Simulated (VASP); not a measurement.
A run of VASP 6.6.1:

The input INCAR:

```
PREC = Accurate
ENCUT = 520
EDIFF = 1E-7
ISMEAR = 0
SIGMA = 0.15
LREAL = F
LASPH = T
NELM = 80
ALGO = Fast
ISIF = 2
LWAVE = F
LCHARG = T
GGA = PE
LELF = T
LVHAR = T
NBANDS = 14
```

KPOINTS

```
Automatic mesh
0
Gamma
  18 18 18
```

Contents of POSCAR:

```
AlNi
1.0
    2.6397460023      0.0000000000      0.0000000000
    0.0000000000      2.6397460023      0.0000000000
    0.0000000000      0.0000000000      3.4316698030
Al Ni
1 1
Direct
    0.0000000000      0.0000000000      0.0000000000
    0.5000000000      0.5000000000      0.5000000000
```

Potentials or basis: VASP PAW PBE potentials, release 64 (Al, Ni).

The run is started by

```console
$ cat potpaw_PBE.64/Al/POTCAR potpaw_PBE.64/Ni/POTCAR > POTCAR
$ mpirun -np 1 vasp_std > vasp.out
```

Hardware: 1 thread of AMD EPYC 9R45 96-Core Processor (Zen 5), on a shared host.

Problem. How long does it take, and how much memory?

Solution. Wall time 80 s on 1 thread of AMD EPYC 9R45 96-Core Processor (Zen 5) (shared host), peak memory 0.26 GiB. Counts: scf iterations 17, k points 550.
